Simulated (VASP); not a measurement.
# MnO (Fm-3m) in VASP: settings compared

MnO is run at these levels: r2SCAN50, PBEsol+D4, PBE+D4, PBEsol+D3(BJ); tasks: single point.

Everything below comes from runs of VASP 6.6.1. Logs are shortened: lines on timing, memory, paths and dates and some standing lists are left out, and cuts for length are marked.

### 1 The cell of the first run

The structure is cubic, space group Fm-3m (No. 225). Conventional cell: a = 4.448 Å, b = 4.448 Å, c = 4.448 Å, α = 90.00°, β = 90.00°, γ = 90.00°. Mn (site symmetry m-3m) has 6 O at 2.22 Å within 2.9 Å. Within 2.9 Å of O (site symmetry m-3m) lie 6 Mn at 2.22 Å.

### 2 Single point, r2SCAN50, collinear spin, ferromagnetic start

POSCAR

```
MnO
1.0
    0.0000000000      2.2239077028      2.2239077028
    2.2239077028      0.0000000000      2.2239077028
    2.2239077028      2.2239077028      0.0000000000
Mn O
1 1
Direct
    0.0000000000      0.0000000000      0.0000000000
    0.5000000000      0.5000000000      0.5000000000
```

INCAR.step1

```
SYSTEM = MnO
PREC = Accurate
ENCUT = 520
EDIFF = 1E-5
ISMEAR = -1
SIGMA = 0.05
LREAL = .False.
LASPH = .True.
NELM = 150
ALGO = Normal
ISIF = 2
LWAVE = .True.
LCHARG = .False.
ISPIN = 2
MAGMOM = 4 0
LORBIT = 11
LMAXMIX = 4
NBANDS = 20
GGA = PE
```

INCAR.step2

```
SYSTEM = MnO
PREC = Accurate
ENCUT = 520
EDIFF = 1E-6
ISMEAR = -1
SIGMA = 0.05
LREAL = .False.
LASPH = .True.
NELM = 150
ALGO = Normal
ISIF = 2
LWAVE = .False.
LCHARG = .False.
ISPIN = 2
MAGMOM = 4 0
LORBIT = 11
LMAXMIX = 4
METAGGA = R2SCAN
LHFCALC = .True.
AEXX = 0.5
LMIXTAU = .True.
PRECFOCK = Normal
NBANDS = 20
ISTART = 1
```

KPOINTS

```
regular mesh
0
Gamma
  5 5 5
  0 0 0
```

Potentials or basis: VASP PAW PBE potentials, release 64 (Mn_pv, O).

Launch:

```bash
$ cat potpaw_PBE.64/Mn_pv/POTCAR potpaw_PBE.64/O/POTCAR > POTCAR
$ cp INCAR.step1 INCAR
$ mpirun -np 1 vasp_std > vasp.out
$ cp INCAR.step2 INCAR
$ mpirun -np 1 vasp_std > vasp.out
```

OUTCAR:

```text
SYSTEM = MnO
   PREC = Accurate
   ENCUT = 520
   EDIFF = 1E-6
   ISMEAR = -1
   LREAL = .False.
   LASPH = .True.
   NELM = 150
   ISIF = 2
   ISPIN = 2
   LORBIT = 11
   METAGGA = R2SCAN
   LHFCALC = .True.
   AEXX = 0.5
   PRECFOCK = Normal
   ISTART = 1

 ion  position               nearest neighbor table
   1  0.000  0.000  0.000-   2 2.22   2 2.22   2 2.22   2 2.22   2 2.22   2 2.22
   2  0.500  0.500  0.500-   1 2.22   1 2.22   1 2.22   1 2.22   1 2.22   1 2.22

  LATTYP: Found a face centered cubic cell.
 ALAT       =     4.4478154056

  Lattice vectors:

 A1 = (   0.0000000000,   2.2239077028,   2.2239077028)
 A2 = (   2.2239077028,   0.0000000000,   2.2239077028)
 A3 = (   2.2239077028,   2.2239077028,   0.0000000000)

Analysis of symmetry for initial positions (statically):
=====================================================================
 Subroutine PRICEL returns:
 Original cell was already a primitive cell.

 Routine SETGRP: Setting up the symmetry group for a
 face centered cubic supercell.

 Subroutine GETGRP returns: Found 48 space group operations
 (whereof 48 operations were pure point group operations)
 out of a pool of 48 trial point group operations.

The static configuration has the point symmetry O_h .

Analysis of symmetry for dynamics (positions and initial velocities):
=====================================================================
 Subroutine PRICEL returns:
 Original cell was already a primitive cell.

 Routine SETGRP: Setting up the symmetry group for a
 face centered cubic supercell.

 Subroutine GETGRP returns: Found 48 space group operations
 (whereof 48 operations were pure point group operations)
 out of a pool of 48 trial point group operations.

The dynamic configuration has the point symmetry O_h .

Analysis of structural, dynamic, and magnetic symmetry:
=====================================================================
 Subroutine PRICEL returns:
 Original cell was already a primitive cell.

 Routine SETGRP: Setting up the symmetry group for a
 face centered cubic supercell.

 Subroutine GETGRP returns: Found 48 space group operations
 (whereof 48 operations were pure point group operations)
 out of a pool of 48 trial point group operations.

The overall configuration has the point symmetry O_h .

 Subroutine INISYM returns: Found 48 space group operations
[... 107 lines left out ...]
   METAGGA = R2SCAN    functional components
   LHFCALC =     T    Hartree Fock is set to
   PRECFOCK=normal    Normal, Fast or Accurate (Low or Medium for compatibility)
   ENCUT4O =  -1.0   cutoff for four orbital integrals eV
   NKREDX  =     1    reduce k-point grid by
   NKREDY  =     1    reduce k-point grid by
   NKREDZ  =     1    reduce k-point grid by
   AEXX    =    0.5000 exact exchange contribution
   HFSCREEN=    0.0000 screening length (either q_TF or 0.3 A-1)
   HFSCREENC=   0.0000 screening length for correlation (either q_TF or 0.3 A-1)
   ENCUTFOCK=  -1.0 apply spherical cutoff to Coloumb kernel
   IVDW    =     0    specifies the selected vdW correction
   LEPSILON=     F    determine dielectric tensor
   LRPA    =     F    only Hartree local field effects (RPA)
 spin polarized calculation
  energy-cutoff  :      520.00
  volume of cell :       22.00
 maximum number of plane-waves:       609
  NGX = 18; NGY = 18; NGZ = 18

 number of electron      18.9999991 magnetization       4.9999613

 Free energy of the ion-electron system (eV)
  ---------------------------------------------------
  ext. energy  EPLUGINS =         0.00000000
  ---------------------------------------------------
  free energy    TOTEN  =       -39.18224323 eV

  energy without entropy =      -39.18224323  energy(sigma->0) =      -39.18224323

 E-fermi :   4.8038     XC(G=0):  -6.9203

 val. band max:        3.4344678748   @ k =   0.4000   0.0000   0.0000
 cond. band min:       8.7879304642   @ k =   0.0000   0.0000   0.0000
 fundamental gap:      5.3534625894
 Fermi energy:         4.8037898239

 spin component 1

 k-point     1 :       0.0000    0.0000    0.0000
  band No.  band energies     occupation
      1     -53.8248      1.00000
      2     -53.8248      1.00000
      3     -53.8248      1.00000
      4     -19.2290      1.00000
      5      -1.0320      1.00000
      6      -1.0320      1.00000
[... 206 lines left out ...]
      6      -2.9269      1.00000
[... 12 lines left out ...]
     19      37.0245      0.00000
     20      37.3999      0.00000
 Fermi energy:         4.8037898239

 spin component 2

 k-point     1 :       0.0000    0.0000    0.0000
  band No.  band energies     occupation
      1     -44.4053      1.00000
      2     -44.4053      1.00000
      3     -44.4053      1.00000
      4     -18.5526      1.00000
      5       1.4217      1.00000
      6       1.4217      1.00000
[... 219 lines left out ...]
     19      37.8506      0.00000
     20      39.0245      0.00000

------------------------ aborting loop because EDIFF is reached ----------------------------------------

  FORCE on cell =-STRESS in cart. coord.  units (eV):
  Direction    XX          YY          ZZ          XY          YZ          ZX
  --------------------------------------------------------------------------------------
  -------------------------------------------------------------------------------------
  Total       -0.3535511     -0.3535511     -0.3535511      0.0000000      0.0000000      0.0000000
  in kB      -25.7503155    -25.7503155    -25.7503155      0.0000000      0.0000000      0.0000000
  external PRESSURE =     -25.7503155 kB  Pullay stress =       0.0000000 kB

 VOLUME and BASIS-vectors are now :
 -----------------------------------------------------------------------------
  energy-cutoff  :      520.00
  volume of cell :       22.00
      direct lattice vectors                 reciprocal lattice vectors
     0.000000000  2.223907703  2.223907703    -0.224829474  0.224829474  0.224829474
     2.223907703  0.000000000  2.223907703     0.224829474 -0.224829474  0.224829474
     2.223907703  2.223907703  0.000000000     0.224829474  0.224829474 -0.224829474

 POSITION                                       TOTAL-FORCE (eV/Angst)
 -----------------------------------------------------------------------------------
      0.00000      0.00000      0.00000        -0.000000      0.000000     -0.000000
      2.22391      2.22391      2.22391         0.000000     -0.000000      0.000000
 -----------------------------------------------------------------------------------
    total drift:                               -0.000000     -0.000000     -0.000000

  FREE ENERGIE OF THE ION-ELECTRON SYSTEM (eV)
  ---------------------------------------------------
  free  energy   TOTEN  =       -39.1822432322 eV

  energy  without entropy=      -39.1822432322  energy(sigma->0) =      -39.18224323

 total charge

# of ion       s       p       d       tot
------------------------------------------
    1        0.188   6.169   4.946  11.303
    2        1.559   3.533   0.000   5.092
--------------------------------------------------
tot          1.747   9.702   4.946  16.395

 magnetization (x)

# of ion       s       p       d       tot
------------------------------------------
    1        0.016   0.011   4.620   4.647
    2        0.025   0.161   0.000   0.186
--------------------------------------------------
tot          0.041   0.172   4.620   4.833
```

Wall time 41 min (1 thread of Intel Xeon 8259CL, shared host); peak memory 0.17 GiB.

What came out:

```
Free energy                                           : -39.1822 eV
Pressure                                              : -2.6 GPa
Band gap on the k mesh                                : 5.35 eV (least direct gap 7.37 eV)
Net moment                                            : 5.00 μB per cell
Site moments                                          : Mn +4.65; O +0.19 μB
Valence electrons inside the program's atomic spheres : Mn 11.30; O 5.09
```

Caveat: the k points lie up to 0.49 Å⁻¹ apart; the PAW data sets were made with another functional, which shifts forces and pressure a little; an odd mesh through Γ misses points on the zone boundary, where band edges can lie; a cell with one magnetic atom can't hold antiferromagnetic order, which such compounds often take.

### 3 Single point, PBEsol+D4, collinear spin, ferromagnetic start

This run uses another cell than the first one, of 10.44 Å³/atom.

INCAR

```
SYSTEM = MnO
ALGO = Normal
EDIFF = 1E-7
ENCUT = 520
GGA = PS
ISIF = 2
ISMEAR = -1
ISPIN = 2
IVDW = 13
LASPH = .True.
LCHARG = .True.
LELF = .True.
LMAXMIX = 4
LORBIT = 11
LREAL = .False.
LVHAR = .True.
LWAVE = .False.
MAGMOM = 4 0
NBANDS = 20
NELM = 150
PREC = Accurate
SIGMA = 0.05
```

KPOINTS

```
k-points
0
Gamma
  10 10 10
  0 0 0
```

POSCAR

```
MnO
1.0
    0.0000000000      2.1854052555      2.1854052555
    2.1854052555      0.0000000000      2.1854052555
    2.1854052555      2.1854052555      0.0000000000
Mn O
1 1
Direct
    0.0000000000      0.0000000000      0.0000000000
    0.5000000000      0.5000000000      0.5000000000
```

Potentials or basis: VASP PAW PBE potentials, release 64 (Mn_pv, O).

Launch:

```bash
$ cat potpaw_PBE.64/Mn_pv/POTCAR potpaw_PBE.64/O/POTCAR > POTCAR
$ mpirun -np 1 vasp_std > vasp.out
```

Wall time 48 s (1 thread of AMD EPYC 7R13 (Zen 3), shared host); peak memory 0.13 GiB.

It converged, with:

```yaml
Free_energy: -17.6324 eV
Pressure: 0.4 GPa
Net_moment: 4.57 μB per cell
Site_moments: Mn +4.17; O +0.18 μB
Valence_electrons_inside_the_program's_atomic_spheres: Mn 11.42; O 4.96
Dispersion_energy_per_atom: -0.191 eV
```

Levels at points of the mesh, in eV from the Fermi level:
Spin up:
```csv
k point,band 8,band 9,band 10,band 11,band 12,band 13,band 14,band 15,band 16,band 17
"(0.00, 0.00, 0.00)",-3.28,-3.28,-3.28,-2.72,-2.72,-0.39,13.91,16.59,16.59,16.59
"(0.50, 0.00, 0.00)",-2.28,-2.28,-1.83,0.34,0.34,3.43,8.07,12.05,12.05,19.01
"(0.50, 0.50, 0.00)",-4.42,-2.24,-1.97,-1.97,-1.80,5.26,7.96,10.55,14.06,14.06
```
Spin down:
| k point | band 5 | band 6 | band 7 | band 8 | band 9 | band 10 |
| --- | --- | --- | --- | --- | --- | --- |
| (0.00, 0.00, 0.00) | -3.68 | -3.68 | -3.68 | 0.46 | 0.46 | 0.46 |
| (0.50, 0.00, 0.00) | -7.93 | -5.29 | -5.29 | 1.78 | 1.81 | 1.81 |
| (0.50, 0.50, 0.00) | -6.91 | -4.70 | -4.70 | -1.26 | 1.80 | 2.10 |

Caveat: the PAW data sets were made with another functional, which shifts forces and pressure a little; a cell with one magnetic atom can't hold antiferromagnetic order, which such compounds often take; semilocal functionals often make such compounds metallic where correlation or magnetic order opens a gap, which also shifts bond lengths.

(Part 1 of 2 ends here.)

The gap in the log of VASP goes by the Fermi energy; the results here count the filled bands.